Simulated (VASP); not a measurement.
# ZnS in VASP: a series of runs, part 2 of 2

VASP 6.6.1. Earlier steps stand in the parts before.

### 6 Single point, PBE (strain -0.015 along x and y, -0.030 along z)

File INCAR:

```
SYSTEM = ZnS
PREC = Accurate ; ENCUT = 520
EDIFF = 1E-7 ; ISMEAR = 0
SIGMA = 0.05 ; LREAL = .FALSE.
LASPH = .TRUE. ; NELM = 100
ALGO = Normal ; ISIF = 2
LWAVE = .FALSE. ; LCHARG = .FALSE.
GGA = PE ; NBANDS = 16
```

File KPOINTS:

```
Automatic mesh
0
G
  10 10 10
  0 0 0
```

File POSCAR:

```
ZnS
1.0
    0.0000000000      2.6640802500      2.6235105000
    2.6640802500      0.0000000000      2.6235105000
    2.6640802500      2.6640802500      0.0000000000
Zn S
1 1
Direct
    0.0000000000      0.0000000000      0.0000000000
    0.7500000000      0.7500000000      0.7500000000
```

Potentials or basis: VASP PAW PBE potentials, release 64 (Zn, S).

On the command line:

```console
$ cat potpaw_PBE.64/Zn/POTCAR potpaw_PBE.64/S/POTCAR > POTCAR
$ mpirun -np 1 vasp_std > vasp.out
```

OUTCAR:

```text
SYSTEM = ZnS
   PREC = Accurate
   ENCUT = 520
   EDIFF = 1E-7
   ISMEAR = 0
   LREAL = .FALSE.
   LASPH = .TRUE.
   NELM = 100
   ISIF = 2
   GGA = PE

 ion  position               nearest neighbor table
   1  0.000  0.000  0.000-   2 2.30   2 2.30   2 2.30   2 2.30
   2  0.750  0.750  0.750-   1 2.30   1 2.30   1 2.30   1 2.30

  LATTYP: Found a body centered tetragonal cell.
 ALAT       =     3.7675784208
 C/A-ratio  =     1.3926773152

  Lattice vectors:

 A1 = (   0.0000000000,  -2.6640802500,  -2.6235105000)
 A2 = (   0.0000000000,   2.6640802500,  -2.6235105000)
 A3 = (   2.6640802500,   0.0000000000,   2.6235105000)

Analysis of symmetry for initial positions (statically):
=====================================================================
 Subroutine PRICEL returns:
 Original cell was already a primitive cell.

 Routine SETGRP: Setting up the symmetry group for a
 body centered tetragonal supercell.

 Subroutine GETGRP returns: Found  8 space group operations
 (whereof  8 operations were pure point group operations)
 out of a pool of 16 trial point group operations.

The static configuration has the point symmetry D_2d.

Analysis of symmetry for dynamics (positions and initial velocities):
=====================================================================
 Subroutine PRICEL returns:
 Original cell was already a primitive cell.

 Routine SETGRP: Setting up the symmetry group for a
 body centered tetragonal supercell.

 Subroutine GETGRP returns: Found  8 space group operations
 (whereof  8 operations were pure point group operations)
 out of a pool of 16 trial point group operations.

The dynamic configuration has the point symmetry D_2d.

 Subroutine INISYM returns: Found  8 space group operations
 (whereof  8 operations are pure point group operations),
 and found     1 'primitive' translations

----------------------------------------------------------------------------------------

                                     Primitive cell

  volume of cell :      37.2398

  direct lattice vectors                    reciprocal lattice vectors
     0.000000000  2.664080250  2.623510500    -0.187682034  0.187682034  0.190584333
     2.664080250  0.000000000  2.623510500     0.187682034 -0.187682034  0.190584333
     2.664080250  2.664080250  0.000000000     0.187682034  0.187682034 -0.190584333

  length of vectors
     3.739001327  3.739001327  3.767578421     0.326759055  0.326759055  0.326759055

  position of ions in fractional coordinates (direct lattice)
     0.000000000  0.000000000  0.000000000
     0.750000000  0.750000000  0.750000000

  ion indices of the primitive-cell ions
   primitive index   ion index
                 1           1
                 2           2

----------------------------------------------------------------------------------------

 KPOINTS: Automatic mesh

Automatic generation of k-mesh.
 Grid dimensions read from file:
 generate k-points for:   10   10   10

 Generating k-lattice:

  Cartesian coordinates                     Fractional coordinates (reciprocal lattice)
    -0.018768203  0.018768203  0.019058433     0.100000000 -0.000000000  0.000000000
     0.018768203 -0.018768203  0.019058433    -0.000000000  0.100000000  0.000000000
     0.018768203  0.018768203 -0.019058433     0.000000000  0.000000000  0.100000000

  Length of vectors
     0.032675905  0.032675905  0.032675905

  Shift w.r.t. Gamma in fractional coordinates (k-lattice)
     0.000000000  0.000000000  0.000000000

 Subroutine IBZKPT returns following result:
 ===========================================

 Found    102 irreducible k-points:

 Following reciprocal coordinates:
            Coordinates               Weight
  0.000000  0.000000  0.000000      1.000000
  0.100000  0.000000  0.000000      8.000000
  0.200000  0.000000  0.000000      8.000000
  0.300000  0.000000  0.000000      8.000000
  0.400000  0.000000  0.000000      8.000000
  0.500000  0.000000  0.000000      4.000000
[... 16 lines left out ...]
  0.300000  0.300000  0.000000      2.000000
  0.400000  0.300000  0.000000      8.000000
 [... further k-points ...]
   k-points           NKPTS =    102   k-points in BZ     NKDIM =    102   number of bands    NBANDS=     16
   number of dos      NEDOS =    301   number of ions     NIONS =      2
   total plane-waves  NPLWV =  21952
   dimension x,y,z NGX =    28 NGY =   28 NGZ =   28
   dimension x,y,z NGXF=    56 NGYF=   56 NGZF=   56
   ions per type =               1   1
   NGX,Y,Z   is equivalent  to a cutoff of  12.45, 12.45, 12.36 a.u.
   NGXF,Y,Z  is equivalent  to a cutoff of  24.90, 24.90, 24.71 a.u.
 SYSTEM =  ZnS
   PREC   = accura    normal or accurate (medium, high low for compatibility)
   ISTART =      0    job   : 0-new  1-cont  2-samecut
   ICHARG =      2    charge: 1-file 2-atom 10-const
   ISPIN  =      1    spin polarized calculation?
   LNONCOLLINEAR =      F non collinear calculations
   LSORBIT =      F    spin-orbit coupling
   LASPH  =      T    aspherical Exc in radial PAW
   ENCUT  =  520.0 eV  38.22 Ry    6.18 a.u.   6.95  6.95  7.01*2*pi/ulx,y,z
   NELM   =    100;   NELMIN=  2; NELMDL= -5     # of ELM steps
   EDIFF  = 0.1E-06   stopping-criterion for ELM
   LREAL  =      F    real-space projection
   EDIFFG = 0.1E-05   stopping-criterion for IOM
   NSW    =      0    number of steps for IOM
   IBRION =     -1    ionic relax: 0-MD 1-quasi-New 2-CG
   NFREE  =      0    steps in history (QN), initial steepest desc. (CG)
   ISIF   =      2    stress and relaxation
   ISYM   =      2    0-nonsym 1-usesym 2-fastsym
   POTIM  = 0.5000    time-step for ionic-motion
   TEBEG  =    0.0;   TEEND  =   0.0 temperature during run
   PSTRESS=    0.0 pullay stress
   NELECT =      18.0000    total number of electrons
   NUPDOWN=      -1.0000    fix difference up-down
   EMIN   =  10.00;   EMAX   =-10.00  energy-range for DOS
   EFERMI =   0.00;   METHOD = LEGACY
   ISMEAR =     0;   SIGMA  =   0.05  broadening in eV -4-tet -1-fermi 0-gaus
   EFERMI_NEDOS =   21; number of points for ismear=-14 and -15
   IALGO  =     38    algorithm
   IMIX   =      4    mixing-type and parameters
     AMIX     =   0.40;   BMIX     =  1.00
     AMIX_MAG =   1.60;   BMIX_MAG =  1.00
  volume/ion in A,a.u.               =      18.62       125.65
  Fermi-wavevector in a.u.,A,eV,Ry     =   1.284783  2.427888 22.458701  1.650668
  Thomas-Fermi vector in A             =   2.416956
   LORBIT       =      0    0 simple, 1 ext, 2 COOP (PROOUT), +10 PAW based schemes
   GGA     = PE    functional components
   LHFCALC =     F    Hartree Fock is set to
   AEXX    =    0.0000 exact exchange contribution
   IVDW    =     0    specifies the selected vdW correction
   LEPSILON=     F    determine dielectric tensor
   LRPA    =     F    only Hartree local field effects (RPA)
 non-spin polarized calculation
 Gauss-broadening in eV      SIGMA  =   0.05
  energy-cutoff  :      520.00
  volume of cell :       37.24
 maximum number of plane-waves:      1016
   NGX = 13   NGY = 13   NGZ = 13

 number of electron      18.0000012 magnetization

 Free energy of the ion-electron system (eV)
  ---------------------------------------------------
  ext. energy  EPLUGINS =         0.00000000
  ---------------------------------------------------
  free energy    TOTEN  =        -6.78886595 eV

  energy without entropy =       -6.78886595  energy(sigma->0) =       -6.78886595

 E-fermi :   2.8982     XC(G=0):  -9.9049

 val. band max:        2.7002282853   @ k =   0.0000   0.0000   0.0000
 cond. band min:       5.0357808622   @ k =   0.0000   0.0000   0.0000
 fundamental gap:      2.3355525769
 Fermi energy:         2.8981918602

 k-point     1 :       0.0000    0.0000    0.0000
  band No.  band energies     occupation
      1     -10.8960      2.00000
      2      -3.9261      2.00000
      3      -3.9261      2.00000
      4      -3.9166      2.00000
      5      -3.3570      2.00000
      6      -3.3510      2.00000
[... 8 lines left out ...]
     15      14.6055      0.00000
     16      14.8719      0.00000
[... 419 lines left out ...]
 k-point    24 :       0.4000    0.3000    0.0000
  band No.  band energies     occupation
      1      -9.8113      2.00000
      2      -3.9788      2.00000
      3      -3.6501      2.00000
      4      -3.6415      2.00000
      5      -3.3248      2.00000
      6      -3.2863      2.00000
[... 8 lines left out ...]
     15      16.1040      0.00000
     16      18.9470      0.00000

 [... further k-points ...]
[... 5 lines left out ...]
  --------------------------------------------------------------------------------------
  -------------------------------------------------------------------------------------
  Total        1.5361493      1.5361493      1.6659384      0.0000000      0.0000000      0.0000000
  in kB       66.0901280     66.0901280     71.6740756      0.0000000      0.0000000      0.0000000
  external PRESSURE =      67.9514439 kB  Pullay stress =       0.0000000 kB

 VOLUME and BASIS-vectors are now :
 -----------------------------------------------------------------------------
  energy-cutoff  :      520.00
  volume of cell :       37.24
      direct lattice vectors                 reciprocal lattice vectors
     0.000000000  2.664080250  2.623510500    -0.187682034  0.187682034  0.190584333
     2.664080250  0.000000000  2.623510500     0.187682034 -0.187682034  0.190584333
     2.664080250  2.664080250  0.000000000     0.187682034  0.187682034 -0.190584333

 POSITION                                       TOTAL-FORCE (eV/Angst)
 -----------------------------------------------------------------------------------
      0.00000      0.00000      0.00000         0.000000      0.000000     -0.000000
      3.99612      3.99612      3.93527        -0.000000     -0.000000      0.000000
 -----------------------------------------------------------------------------------
    total drift:                               -0.000002     -0.000002     -0.000002

  FREE ENERGIE OF THE ION-ELECTRON SYSTEM (eV)
  ---------------------------------------------------
  free  energy   TOTEN  =        -6.7888659505 eV

  energy  without entropy=       -6.7888659505  energy(sigma->0) =       -6.78886595
```

Wall time 92 s (1 thread of Intel Xeon 8259CL, shared host); peak memory 0.2 GiB.

What came out:

* Free energy: -6.7889 eV
* Pressure: 6.8 GPa
* Band gap on the k mesh: 2.34 eV, direct

Levels at points of the mesh, in eV from the valence-band top:
```tsv
k point	band 5	band 6	band 7	band 8	band 9	band 10	band 11	band 12	band 13	band 14
(0.00, 0.00, 0.00)	-6.06	-6.05	-0.05	-0.05	0.00	2.34	6.31	6.31	6.32	11.66
(0.50, 0.00, 0.00)	-6.02	-5.85	-5.70	-1.03	-0.94	3.38	6.78	6.93	9.05	12.40
(0.50, 0.50, 0.00)	-5.96	-5.80	-4.76	-2.53	-2.53	3.18	3.92	11.49	12.31	12.31
(0.50, 0.00, 0.50)	-5.97	-5.83	-4.85	-2.46	-2.42	3.26	4.07	11.30	12.27	12.38
```

Caveat: the cell differs from its parent crystal (strain -0.015 along x and y, -0.030 along z).

### 7 The runs side by side

```csv
cell,gap on the mesh (eV),pressure (GPa)
"a = 3.911, b = 3.911, c = 3.940 Å, angles 59.8, 59.8, 60.5°, 2 atoms",1.75,-3.3
"a = 3.710 Å, angles 60.0°, 2 atoms",2.51,10.0
"a = 3.882 Å, angles 60.0°, 2 atoms",1.91,-1.6
"a = 3.940 Å, angles 60.0°, 2 atoms",1.72,-4.0
"a = 3.739, b = 3.739, c = 3.768 Å, angles 59.7, 59.7, 60.5°, 2 atoms",2.34,6.8
```

Alike in all rows: task single point; level PBE; potentials or basis VASP PAW PBE potentials, release 64 (Zn, S); no spin polarisation; k mesh 10 × 10 × 10; cutoff (eV) 520; smearing gaussian 0.05 eV.

Total energies depend on the potentials used, so only differences within one code and one set of settings carry meaning.
